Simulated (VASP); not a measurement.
# SrEuSi3 (I4mm) in VASP: single point with HSE06

Aim: the single point of SrEuSi3 with HSE06.

Program: VASP 6.6.1. These are calculated values, not measurements. Logs are shortened: lines on timing, memory, paths and dates and some standing lists are left out, and cuts for length are marked.

## (1) The cell of the first run

The structure is tetragonal, space group I4mm (No. 107). Conventional cell: a = 4.612 Å, b = 4.612 Å, c = 10.598 Å, α = 90.00°, β = 90.00°, γ = 90.00°. Within 4.7 Å of Eu (site symmetry 4mm) lie 13 Si at 3.39 to 4.36 Å and 5 Sr at 3.65 Å and 4 Eu at 4.61 Å. Si (site symmetry 2mm) has 2 Sr at 2.57 Å and 6 Si at 2.80 to 3.26 Å and 4 Eu at 3.42 to 3.61 Å within 3.7 Å. Within 3.4 Å of Si (site symmetry 4mm) lie 1 Sr at 2.59 Å and 4 Si at 2.80 Å and 4 Eu at 3.39 Å. Sr (site symmetry 4mm) has 5 Si at 2.57 to 2.59 Å within 3.4 Å.

## (2) Single point, HSE06, collinear spin, ferromagnetic start

File POSCAR:

```
SrEuSi3
1.0
    0.0000000000      4.6120230000      0.0000000000
    4.6120230000      0.0000000000      0.0000000000
    2.3060110000      2.3060110000     -5.2987590000
Eu Si Sr
1 3 1
Direct
    0.0000000000      0.0000000000      0.0000000000
    0.7615000000      0.2615000000      0.4770000000
    0.2615000000      0.7615000000      0.4770000000
    0.4112000000      0.4112000000      0.1776000000
    0.6553000000      0.6553000000      0.6894000000
```

File INCAR.step1:

```
PREC     = Accurate       # precision mode
ENCUT    = 520            # plane-wave cutoff, eV
EDIFF    = 1E-5           # SCF threshold, eV
ISMEAR   = -1             # smearing method
SIGMA    = 0.1            # smearing width, eV
LREAL    = False          # projectors in reciprocal space
LASPH    = True           # aspherical terms in the spheres
NELM     = 150            # most SCF steps
ALGO     = Normal         # electronic algorithm
ISIF     = 2              # what is computed and relaxed
LWAVE    = True           # write WAVECAR
LCHARG   = False          # write CHGCAR
ISPIN    = 2              # spin polarisation
MAGMOM   = 6.97 0 0 0 0   # initial moments
LORBIT   = 11             # projections on sites
LMAXMIX  = 6              # l up to which the mixer works
NBANDS   = 32             # bands
GGA      = PE             # functional
KPAR     = 4
```

File INCAR.step2:

```
PREC     = Accurate       # precision mode
ENCUT    = 520            # plane-wave cutoff, eV
EDIFF    = 1E-6           # SCF threshold, eV
ISMEAR   = -1             # smearing method
SIGMA    = 0.1            # smearing width, eV
LREAL    = False          # projectors in reciprocal space
LASPH    = True           # aspherical terms in the spheres
NELM     = 150            # most SCF steps
ALGO     = Normal         # electronic algorithm
ISIF     = 2              # what is computed and relaxed
LWAVE    = False          # write WAVECAR
LCHARG   = False          # write CHGCAR
ISPIN    = 2              # spin polarisation
MAGMOM   = 6.97 0 0 0 0   # initial moments
LORBIT   = 11             # projections on sites
LMAXMIX  = 6              # l up to which the mixer works
GGA      = PE             # functional
LHFCALC  = True           # exact exchange
HFSCREEN = 0.2079         # screening, 1/A
PRECFOCK = Fast         
NBANDS   = 32             # bands
ISTART   = 1            
KPAR     = 4
```

File KPOINTS:

```
Automatic mesh
0
Gamma
  3 3 3
```

Potentials or basis: VASP PAW PBE potentials, release 64 (Eu, Si, Sr_sv).

On the command line:

```console
$ cat potpaw_PBE.64/Eu/POTCAR potpaw_PBE.64/Si/POTCAR potpaw_PBE.64/Sr_sv/POTCAR > POTCAR
$ cp INCAR.step1 INCAR
$ mpirun -np 4 vasp_std > vasp.out
$ cp INCAR.step2 INCAR
$ mpirun -np 4 vasp_std > vasp.out
```

OUTCAR:

```text
PREC = Accurate
   ENCUT = 520
   EDIFF = 1E-6
   ISMEAR = -1
   LREAL = False
   LASPH = True
   NELM = 150
   ISIF = 2
   ISPIN = 2
   LORBIT = 11
   GGA = PE
   LHFCALC = True
   HFSCREEN = 0.2079
   PRECFOCK = Fast
   ISTART = 1

 ion  position               nearest neighbor table
   1  0.000  0.000  0.000-   5 3.65   5 3.65   5 3.65   5 3.65   5 3.65
   2  0.761  0.261  0.477-   5 2.57   5 2.57   4 2.80   4 2.80
   3  0.261  0.761  0.477-   5 2.57   5 2.57   4 2.80   4 2.80
   4  0.411  0.411  0.178-   5 2.59   3 2.80   2 2.80   3 2.80   2 2.80
   5  0.655  0.655  0.689-   2 2.57   3 2.57   3 2.57   2 2.57   4 2.59   1 3.65   1 3.65   1 3.65
                             1 3.65   1 3.65

  LATTYP: Found a body centered tetragonal cell.
 ALAT       =     4.6120230000
 C/A-ratio  =     2.2978025045

  Lattice vectors:

 A1 = (  -2.3060110000,   2.3060120000,   5.2987590000)
 A2 = (   2.3060120000,  -2.3060110000,   5.2987590000)
 A3 = (   2.3060110000,   2.3060110000,  -5.2987590000)

Analysis of symmetry for initial positions (statically):
=====================================================================
 Subroutine PRICEL returns:
 Original cell was already a primitive cell.

 Routine SETGRP: Setting up the symmetry group for a
 body centered tetragonal supercell.

 Subroutine GETGRP returns: Found  8 space group operations
 (whereof  8 operations were pure point group operations)
 out of a pool of 16 trial point group operations.

The static configuration has the point symmetry C_4v.

Analysis of symmetry for dynamics (positions and initial velocities):
=====================================================================
 Subroutine PRICEL returns:
 Original cell was already a primitive cell.

 Routine SETGRP: Setting up the symmetry group for a
 body centered tetragonal supercell.

 Subroutine GETGRP returns: Found  8 space group operations
 (whereof  8 operations were pure point group operations)
 out of a pool of 16 trial point group operations.

The dynamic configuration has the point symmetry C_4v.

Analysis of structural, dynamic, and magnetic symmetry:
[... 132 lines left out ...]
   HFSCREENC=   0.2079 screening length for correlation (either q_TF or 0.3 A-1)
   ENCUTFOCK=  -1.0 apply spherical cutoff to Coloumb kernel
   IVDW    =     0    specifies the selected vdW correction
   LEPSILON=     F    determine dielectric tensor
   LRPA    =     F    only Hartree local field effects (RPA)
 spin polarized calculation
  energy-cutoff  :      520.00
  volume of cell :      112.71
 maximum number of plane-waves:      3051
 NGX is ok and might be reduce to    36
  NGX = 20; NGY = 20; NGZ = 28

 number of electron      38.9999996 magnetization       7.5024548

 Free energy of the ion-electron system (eV)
  ---------------------------------------------------
  ext. energy  EPLUGINS =         0.00000000
  ---------------------------------------------------
  free energy    TOTEN  =       -38.81922779 eV

  energy without entropy =      -38.74272249  energy(sigma->0) =      -38.78097514

 E-fermi :   5.2674     XC(G=0):  -8.3014

 val. band max:        5.2452131343   @ k =   0.3333   0.3333   0.0000
 cond. band min:       5.4949467539   @ k =   0.3333   0.0000   0.0000
 fundamental gap:      0.2497336196
 Fermi energy:         5.2673740552

 spin component 1

 k-point     1 :       0.0000    0.0000    0.0000
  band No.  band energies     occupation
      1     -38.2190      1.00000
      2     -32.1174      1.00000
      3     -15.9599      1.00000
      4     -15.9526      1.00000
      5     -15.9526      1.00000
      6     -13.4683      1.00000
[... 193 lines left out ...]
     30       9.4708      0.00000
     31       9.7274      0.00000
 Fermi energy:         5.2673740552

 spin component 2

 k-point     1 :       0.0000    0.0000    0.0000
  band No.  band energies     occupation
      1     -34.8274      1.00000
      2     -32.0693      1.00000
      3     -13.6118      1.00000
      4     -13.5360      1.00000
      5     -13.5360      1.00000
      6     -13.2139      1.00000
[... 193 lines left out ...]
     30      13.1859      0.00000
     31      13.5232      0.00000
 [bands above 31 left out]

------------------------ aborting loop because EDIFF is reached ----------------------------------------

  FORCE on cell =-STRESS in cart. coord.  units (eV):
  Direction    XX          YY          ZZ          XY          YZ          ZX
  --------------------------------------------------------------------------------------
  -------------------------------------------------------------------------------------
  Total        6.7080739      6.7080739      9.7797732      0.0000000      0.0000009      0.0000009
  in kB       95.3567252     95.3567252    139.0215964      0.0000000      0.0000131      0.0000131
  external PRESSURE =     109.9116823 kB  Pullay stress =       0.0000000 kB

 VOLUME and BASIS-vectors are now :
 -----------------------------------------------------------------------------
  energy-cutoff  :      520.00
  volume of cell :      112.71
      direct lattice vectors                 reciprocal lattice vectors
     0.000000000  4.612023000  0.000000000     0.000000000  0.216824591  0.094361697
     4.612023000  0.000000000  0.000000000     0.216824591  0.000000000  0.094361697
     2.306011000  2.306011000 -5.298759000     0.000000000  0.000000000 -0.188723435

 POSITION                                       TOTAL-FORCE (eV/Angst)
 -----------------------------------------------------------------------------------
      0.00000      0.00000      0.00000        -0.000000     -0.000000     -0.647382
      2.30601      4.61202     -2.52751         0.000000      0.000000      3.612281
      4.61202      2.30601     -2.52751         0.000000      0.000000      3.612281
      2.30601      2.30601     -0.94106        -0.000000     -0.000000     -4.300137
      4.61202      4.61202     -3.65296        -0.000000     -0.000000     -2.277043
 -----------------------------------------------------------------------------------
    total drift:                                0.000016      0.000016      0.000324

  FREE ENERGIE OF THE ION-ELECTRON SYSTEM (eV)
  ---------------------------------------------------
  free  energy   TOTEN  =       -38.8192277866 eV

  energy  without entropy=      -38.7427224853  energy(sigma->0) =      -38.78097514

 total charge

# of ion       s       p       d       f       tot
--------------------------------------------------
    1        2.040   5.787   0.259   6.776  14.862
    2        0.890   0.785   0.000   0.000   1.675
    3        0.890   0.785   0.000   0.000   1.675
    4        0.880   0.714   0.000   0.000   1.594
    5        2.075   5.874   0.635   0.000   8.583
--------------------------------------------------
tot          6.775  13.945   0.894   6.776  28.389

 magnetization (x)

# of ion       s       p       d       f       tot
--------------------------------------------------
    1       -0.009  -0.102   0.075   6.763   6.728
    2        0.003   0.008   0.000   0.000   0.012
    3        0.003   0.008   0.000   0.000   0.012
    4        0.007   0.034   0.000   0.000   0.041
    5        0.001   0.014   0.040   0.000   0.055
--------------------------------------------------
tot          0.006  -0.037   0.114   6.763   6.847
```

OUTCAR.step1:

```text
PREC = Accurate
   ENCUT = 520
   EDIFF = 1E-5
   ISMEAR = -1
   LREAL = False
[... 663 lines left out ...]
    4        0.858   0.709   0.000   0.000   1.567
    5        2.075   5.803   0.671   0.000   8.550
--------------------------------------------------
tot          6.713  13.777   1.009   6.592  28.091

 magnetization (x)

# of ion       s       p       d       f       tot
--------------------------------------------------
    1       -0.008  -0.110   0.098   6.570   6.550
    2       -0.000  -0.008   0.000   0.000  -0.009
    3       -0.000  -0.008   0.000   0.000  -0.009
    4        0.001   0.018   0.000   0.000   0.019
    5       -0.001   0.007   0.014   0.000   0.021
--------------------------------------------------
tot         -0.009  -0.101   0.112   6.570   6.572
```

It took 17 min on 4 MPI ranks of AMD EPYC 7R43 (Zen 3), shared host; peak memory 0.39 GiB.

What came out:

| Item | Value |
| --- | --- |
| Free energy | -38.8192 eV |
| Pressure | 11.0 GPa |
| Largest force | 4.300 eV/Å |
| Net moment | 7.50 μB per cell |
| Site moments | Eu +6.73; Si +0.01, +0.04 (each value once); Sr +0.06 μB |
| Valence electrons inside the program's atomic spheres | Eu 14.86; Si 1.68, 1.59 (each value once); Sr 8.58 |

Forces on the atoms (eV/Å):
```
Eu   0.000  0.000 -0.647
Si   0.000  0.000  3.612
Si   0.000  0.000  3.612
Si   0.000  0.000 -4.300
Sr   0.000  0.000 -2.277
```

Levels at points of the mesh, in eV from the Fermi level:
Spin up:
| k point | band 20 | band 21 | band 22 | band 23 | band 24 | band 25 | band 26 | band 27 |
| --- | --- | --- | --- | --- | --- | --- | --- | --- |
| (0.00, 0.00, 0.00) | -1.44 | -1.44 | -1.43 | -0.21 | 1.46 | 1.46 | 1.64 | 2.14 |
Spin down:
```csv
k point,band 12,band 13,band 14,band 15,band 16,band 17,band 18,band 19
"(0.00, 0.00, 0.00)",-3.70,-3.70,-2.33,-1.94,0.30,1.64,1.64,2.02
```

Caveat: the k points lie up to 0.50 Å⁻¹ apart; the PAW data sets were made with another functional, which shifts forces and pressure a little; spin-orbit coupling is left out, which moves the levels of the heavy elements. The state reached can hang on the start; a lower one may exist.
